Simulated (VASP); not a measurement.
Te2Mo:

```
Mo Te
1.0
     1.77341    1.02388    7.10414
    -1.77341    1.02388    7.10414
     0.00000   -2.04776    7.10414
Mo Te
1 2
Direct
  0.99996 0.99996 0.99996
  0.41742 0.41742 0.41742
  0.24928 0.24928 0.24928
```

Base run:

| Property | Result |
| --- | --- |
| Program | VASP 6.6.1 |
| Functional | PBE |
| Potentials or basis | VASP PAW PBE potentials, release 64 (Mo_sv, Te) |
| Cutoff | 520 eV |
| k mesh | 6 × 6 × 6 |
| Occupations | fermi-dirac, width 0.5 eV |
| Spin | no spin polarisation |

Its results: band gap on the k mesh 0.91 eV (least direct gap 1.08 eV); pressure 3.9 GPa; largest force 0.501 eV/Å.

Problem. The run is repeated on the same cell with these changes: k mesh from 6 × 6 × 6 to 4 × 4 × 4; occupations from fermi-dirac, width 0.5 eV to gaussian, width 0.01 eV. What comes out?

Solution. Band gap on the k mesh 0.98 eV (least direct gap 1.44 eV); pressure 1.8 GPa; largest force 0.223 eV/Å.

Caveats: some runs use coarse meshes; spin-orbit coupling is left out, which moves the levels of the heavy elements; the cell stands under pressure (at least some runs); so wide a smearing shifts energies and pressures (at least some runs).

A k mesh can miss the band edges.
